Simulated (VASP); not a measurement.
# PtSe2 (P1) in VASP: further runs, part 2 of 2

VASP 6.6.1.

## Step 3: Single point, PBEsol (atom 2 (Se) moved by (-0.300, +0.300) A along [1 1 0] and z)

INCAR

```
ALGO = Normal ; EDIFF = 1E-6
ENCUT = 520 ; GGA = PS
ISIF = 2 ; ISMEAR = 0
LASPH = True ; LCHARG = True
LELF = True ; LREAL = False
LVHAR = True ; LWAVE = False
NBANDS = 18 ; NELM = 80
PREC = Accurate ; SIGMA = 0.15
```

KPOINTS

```
k-points
0
Gamma
  12 12 10
```

POSCAR

```
PtSe2
1.0
    3.7240006046      0.0000000000      0.0000000000
   -1.8620003023      3.2250791273      0.0000000000
    0.0000000000      0.0000000000      5.0620000000
Pt Se
1 2
Direct
    0.0000000000      0.0000000000      0.0000000000
    0.2434819727      0.6008909055      0.3092651126
    0.6666666667      0.3333333333      0.7500000000
```

Potentials or basis: VASP PAW PBE potentials, release 64 (Pt, Se).

The run is started by

```console
$ cat potpaw_PBE.64/Pt/POTCAR potpaw_PBE.64/Se/POTCAR > POTCAR
$ mpirun -np 1 vasp_std > vasp.out
```

OUTCAR:

```text
EDIFF = 1E-6
   ENCUT = 520
   GGA = PS
   ISIF = 2
   ISMEAR = 0
   LASPH = True
   LREAL = False
   NELM = 80
   PREC = Accurate

 ion  position               nearest neighbor table
   1  0.000  0.000  0.000-   3 2.49   3 2.49   3 2.49   2 2.50   2 2.61   2 2.90
   2  0.243  0.601  0.309-   1 2.50   1 2.61   1 2.90
   3  0.667  0.333  0.750-   1 2.49   1 2.49   1 2.49

  LATTYP: Found a hexagonal cell.
 ALAT       =     3.7240006046
 C/A-ratio  =     1.3592908642

  Lattice vectors:

 A1 = (   3.7240006046,   0.0000000000,   0.0000000000)
 A2 = (  -1.8620003023,   3.2250791273,   0.0000000000)
 A3 = (   0.0000000000,   0.0000000000,   5.0620000000)

Analysis of symmetry for initial positions (statically):
=====================================================================
 Subroutine PRICEL returns:
 Original cell was already a primitive cell.

 Routine SETGRP: Setting up the symmetry group for a
 hexagonal supercell.

 Subroutine GETGRP returns: Found  1 space group operations
 (whereof  1 operations were pure point group operations)
 out of a pool of 24 trial point group operations.

The static configuration has the point symmetry C_1 .

Analysis of symmetry for dynamics (positions and initial velocities):
=====================================================================
 Subroutine PRICEL returns:
 Original cell was already a primitive cell.

 Routine SETGRP: Setting up the symmetry group for a
 hexagonal supercell.

 Subroutine GETGRP returns: Found  1 space group operations
 (whereof  1 operations were pure point group operations)
 out of a pool of 24 trial point group operations.

The dynamic configuration has the point symmetry C_1 .

 Subroutine INISYM returns: Found  1 space group operations
 (whereof  1 operations are pure point group operations),
 and found     1 'primitive' translations

----------------------------------------------------------------------------------------

                                     Primitive cell

  volume of cell :      60.7956

  direct lattice vectors                    reciprocal lattice vectors
     3.724000605  0.000000000  0.000000000     0.268528420  0.155034956  0.000000000
    -1.862000302  3.225079127  0.000000000     0.000000000  0.310069912  0.000000000
     0.000000000  0.000000000  5.062000000     0.000000000  0.000000000  0.197550375

  length of vectors
     3.724000605  3.724000605  5.062000000     0.310069912  0.310069912  0.197550375

  position of ions in fractional coordinates (direct lattice)
     0.000000000  0.000000000  0.000000000
     0.243481973  0.600890906  0.309265113
     0.666666667  0.333333333  0.750000000

  ion indices of the primitive-cell ions
   primitive index   ion index
                 1           1
                 2           2
                 3           3

----------------------------------------------------------------------------------------

 KPOINTS: k-points

Automatic generation of k-mesh.
 Grid dimensions read from file:
 generate k-points for:   12   12   10

 Generating k-lattice:

  Cartesian coordinates                     Fractional coordinates (reciprocal lattice)
     0.022377368  0.012919580  0.000000000     0.083333333  0.000000000  0.000000000
     0.000000000  0.025839159  0.000000000     0.000000000  0.083333333  0.000000000
     0.000000000  0.000000000  0.019755038     0.000000000  0.000000000  0.100000000

  Length of vectors
     0.025839159  0.025839159  0.019755038

  Shift w.r.t. Gamma in fractional coordinates (k-lattice)
     0.000000000  0.000000000  0.000000000

 Subroutine IBZKPT returns following result:
 ===========================================

 Found    724 irreducible k-points:

 Following reciprocal coordinates:
            Coordinates               Weight
  0.000000  0.000000  0.000000      1.000000
  0.083333  0.000000  0.000000      2.000000
  0.000000  0.083333  0.000000      2.000000
 -0.083333  0.083333  0.000000      2.000000
  0.166667 -0.000000  0.000000      2.000000
  0.000000  0.166667  0.000000      2.000000
[... 16 lines left out ...]
  0.166667  0.083333  0.000000      2.000000
 -0.083333  0.250000  0.000000      2.000000
 [... further k-points ...]
   k-points           NKPTS =    724   k-points in BZ     NKDIM =    724   number of bands    NBANDS=     18
   number of dos      NEDOS =    301   number of ions     NIONS =      3
   total plane-waves  NPLWV =  31360
   dimension x,y,z NGX =    28 NGY =   28 NGZ =   40
   dimension x,y,z NGXF=    56 NGYF=   56 NGZF=   80
   ions per type =               1   2
   NGX,Y,Z   is equivalent  to a cutoff of  12.50, 12.50, 13.14 a.u.
   NGXF,Y,Z  is equivalent  to a cutoff of  25.00, 25.00, 26.27 a.u.
 SYSTEM =  unknown system
   PREC   = accura    normal or accurate (medium, high low for compatibility)
   ISTART =      0    job   : 0-new  1-cont  2-samecut
   ICHARG =      2    charge: 1-file 2-atom 10-const
   ISPIN  =      1    spin polarized calculation?
   LNONCOLLINEAR =      F non collinear calculations
   LSORBIT =      F    spin-orbit coupling
   LASPH  =      T    aspherical Exc in radial PAW
   ENCUT  =  520.0 eV  38.22 Ry    6.18 a.u.   6.92  6.92  9.41*2*pi/ulx,y,z
   NELM   =     80;   NELMIN=  2; NELMDL= -5     # of ELM steps
   EDIFF  = 0.1E-05   stopping-criterion for ELM
   LREAL  =      F    real-space projection
   EDIFFG = 0.1E-04   stopping-criterion for IOM
   NSW    =      0    number of steps for IOM
   IBRION =     -1    ionic relax: 0-MD 1-quasi-New 2-CG
   NFREE  =      0    steps in history (QN), initial steepest desc. (CG)
   ISIF   =      2    stress and relaxation
   ISYM   =      2    0-nonsym 1-usesym 2-fastsym
   POTIM  = 0.5000    time-step for ionic-motion
   TEBEG  =    0.0;   TEEND  =   0.0 temperature during run
   PSTRESS=    0.0 pullay stress
   NELECT =      22.0000    total number of electrons
   NUPDOWN=      -1.0000    fix difference up-down
   EMIN   =  10.00;   EMAX   =-10.00  energy-range for DOS
   EFERMI =   0.00;   METHOD = LEGACY
   ISMEAR =     0;   SIGMA  =   0.15  broadening in eV -4-tet -1-fermi 0-gaus
   EFERMI_NEDOS =   21; number of points for ismear=-14 and -15
   IALGO  =     38    algorithm
   IMIX   =      4    mixing-type and parameters
     AMIX     =   0.40;   BMIX     =  1.00
     AMIX_MAG =   1.60;   BMIX_MAG =  1.00
  volume/ion in A,a.u.               =      20.27       136.76
  Fermi-wavevector in a.u.,A,eV,Ry     =   1.166608  2.204570 18.517180  1.360974
  Thomas-Fermi vector in A             =   2.303119
   LORBIT       =      0    0 simple, 1 ext, 2 COOP (PROOUT), +10 PAW based schemes
   GGA     = PS    functional components
   LHFCALC =     F    Hartree Fock is set to
   AEXX    =    0.0000 exact exchange contribution
   IVDW    =     0    specifies the selected vdW correction
   LEPSILON=     F    determine dielectric tensor
   LRPA    =     F    only Hartree local field effects (RPA)
 non-spin polarized calculation
 Gauss-broadening in eV      SIGMA  =   0.15
  energy-cutoff  :      520.00
  volume of cell :       60.80
 maximum number of plane-waves:      1654
   NGX = 13   NGY = 13   NGZ = 19

 number of electron      22.0000000 magnetization

 Free energy of the ion-electron system (eV)
  ---------------------------------------------------
  ext. energy  EPLUGINS =         0.00000000
  ---------------------------------------------------
  free energy    TOTEN  =       -15.48848260 eV

  energy without entropy =      -15.47600699  energy(sigma->0) =      -15.48224480

 E-fermi :   6.1101     XC(G=0): -10.8977

 val. band max:        6.1094982626   @ k =  -0.2500  -0.3333  -0.1000
 cond. band min:       6.1120952222   @ k =  -0.1667   0.0833   0.3000
 fundamental gap:      0.0025969596
 Fermi energy:         6.1100846385

 k-point     1 :       0.0000    0.0000    0.0000
  band No.  band energies     occupation
      1      -9.2563      2.00000
      2      -6.4016      2.00000
      3      -0.9118      2.00000
      4       0.4604      2.00000
      5       0.6398      2.00000
      6       2.5481      2.00000
[... 10 lines left out ...]
     17      14.4239      0.00000
     18      17.1727      0.00000
[... 463 lines left out ...]
 k-point    24 :      -0.0833    0.2500    0.0000
  band No.  band energies     occupation
      1      -8.7833      2.00000
      2      -6.5323      2.00000
      3      -0.2717      2.00000
      4       0.7248      2.00000
      5       0.8819      2.00000
      6       1.6034      2.00000
[... 10 lines left out ...]
     17      14.1402      0.00000
     18      15.0315      0.00000

 [... further k-points ...]
[... 5 lines left out ...]
  --------------------------------------------------------------------------------------
  -------------------------------------------------------------------------------------
  Total       -0.7737518     -0.4938311     -2.4546035      0.2979871      0.6966196      0.1158087
  in kB      -20.3910679    -13.0141787    -64.6873968      7.8530022     18.3583657      3.0519646
  external PRESSURE =     -32.6975478 kB  Pullay stress =       0.0000000 kB

 VOLUME and BASIS-vectors are now :
 -----------------------------------------------------------------------------
  energy-cutoff  :      520.00
  volume of cell :       60.80
      direct lattice vectors                 reciprocal lattice vectors
     3.724000605  0.000000000  0.000000000     0.268528420  0.155034956  0.000000000
    -1.862000302  3.225079127  0.000000000     0.000000000  0.310069912  0.000000000
     0.000000000  0.000000000  5.062000000     0.000000000  0.000000000  0.197550375

 POSITION                                       TOTAL-FORCE (eV/Angst)
 -----------------------------------------------------------------------------------
      0.00000      0.00000      0.00000        -0.640259     -0.879959      1.372865
     -0.21213      1.93792      1.56550         0.356701      0.727365     -1.355253
      1.86200      1.07503      3.79650         0.283559      0.152594     -0.017612
 -----------------------------------------------------------------------------------
    total drift:                               -0.000006      0.000038      0.000273

  FREE ENERGIE OF THE ION-ELECTRON SYSTEM (eV)
  ---------------------------------------------------
  free  energy   TOTEN  =       -15.4884826016 eV

  energy  without entropy=      -15.4760069918  energy(sigma->0) =      -15.48224480
```

stdout:

```text
POSCAR found type information on POSCAR PtSe
 POSCAR found :  2 types and       3 ions
 scaLAPACK will be used
 -----------------------------------------------------------------------------
|                                                                             |
|                                                                             |
|     You enforced a specific xc type in the INCAR file but a different       |
|     I HOPE YOU KNOW WHAT YOU ARE DOING!                                     |
|                                                                             |
 -----------------------------------------------------------------------------

 LDA part: xc-table for (Slater+PW92), standard interpolation
 POSCAR, INCAR and KPOINTS ok, starting setup
 FFT: planning ... GRIDC
 FFT: planning ... GRID_SOFT
 FFT: planning ... GRID
 WAVECAR not read
 entering main loop
```

Wall time 5.5 min (1 thread of AMD EPYC 9R45 (Zen 5), shared host); peak memory 0.79 GiB.

Results:

```yaml
Free_energy: -15.4885 eV
Pressure: -3.3 GPa
Largest_force: 1.752 eV/Å
Band_gap_on_the_k_mesh: zero (band 11 reaches 6.52 eV, above the bottom of band 12 at 5.86 eV)
```

Forces on the atoms (eV/Å):
```
Pt  -0.640 -0.880  1.373
Se   0.357  0.727 -1.355
Se   0.284  0.153 -0.018
```

Caveat: the cell differs from its parent crystal (atom 2 (Se) moved by (-0.300, +0.300) A along [1 1 0] and z); the PAW data sets were made with another functional, which shifts forces and pressure a little; spin-orbit coupling is left out, which moves the levels of the heavy elements.
